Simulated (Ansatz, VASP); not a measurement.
La in VASP and in Ansatz

INCAR

```
SYSTEM = La
ALGO     = Normal         ! electronic algorithm
EDIFF    = 1E-6           ! SCF threshold, eV
EDIFFG   = -0.005         ! ionic threshold
ENCUT    = 600            ! plane-wave cutoff, eV
GGA      = PE             ! functional
IBRION   = 2              ! ionic algorithm
ISIF     = 3              ! what is computed and relaxed
ISMEAR   = -1             ! smearing method
LASPH    = .True.         ! aspherical terms in the spheres
LCHARG   = .False.        ! write CHGCAR
LREAL    = .False.        ! projectors in reciprocal space
LWAVE    = .False.        ! write WAVECAR
NELM     = 60             ! most SCF steps
NSW      = 60             ! ionic steps
PREC     = Accurate       ! precision mode
SIGMA    = 0.05           ! smearing width, eV
```

File KPOINTS:

```
k-points
0
Gamma
  13 13 7
  0 0 0
```

POSCAR

```
La
1.0
    3.7612476874      0.0000000000      0.0000000000
   -1.8806238437      3.2573360472      0.0000000000
    0.0000000000      0.0000000000      6.0932212535
La
2
Direct
    0.3333333333      0.6666666667      0.2500000000
    0.6666666667      0.3333333333      0.7500000000
```

Input for Ansatz:

```yaml
crystal:
  lattice:
    - [3.7612476874, 0.0, 0.0]
    - [-1.8806238437, 3.2573360472, 0.0]
    - [0.0, 0.0, 6.0932212535]
  atoms:
    - { symbol: La, position: [0.3333333333, 0.6666666667, 0.25] }
    - { symbol: La, position: [0.6666666667, 0.3333333333, 0.75] }
kpoints:
  mp_grid: { grid: [13, 13, 7] }
scf:
  occupations: { method: fermi_dirac, width: 0.05 }
hamiltonian:
  xc: pbe
  pseudopotentials: { kind: paw }
output:
  forces: true
  stress: true
relax:
  f_tol: 0.005
  max_steps: 40
  cell: {}
```

Alike in both runs: task relaxation of cell and atoms; functional PBE; k mesh 13 × 13 × 7; occupations fermi-dirac, width 0.05 eV; no spin polarisation.

|  | VASP | Ansatz |
| --- | --- | --- |
| version | VASP 6.6.1 | Ansatz 0.2.0 |
| potentials or method | VASP PAW PBE potentials, release 64 (La) | PAW with Ansatz's default frozen-core files, scalar-relativistic |
| plane-wave cutoff (eV) | 600 | 420 |
| valence electrons in the cell | 22 | 22 |

Ansatz gave:

| Item | Value |
| --- | --- |
| relaxed volume (Å³/atom) | 37.60 |
| relaxed cell length with the largest relative difference (Å) | 6.101 |

Problem. Which values does VASP return?

Solution. Relaxed volume (Å³/atom): 37.68; relaxed cell length with the largest relative difference (Å): 6.108.

Spin-orbit coupling is off throughout.
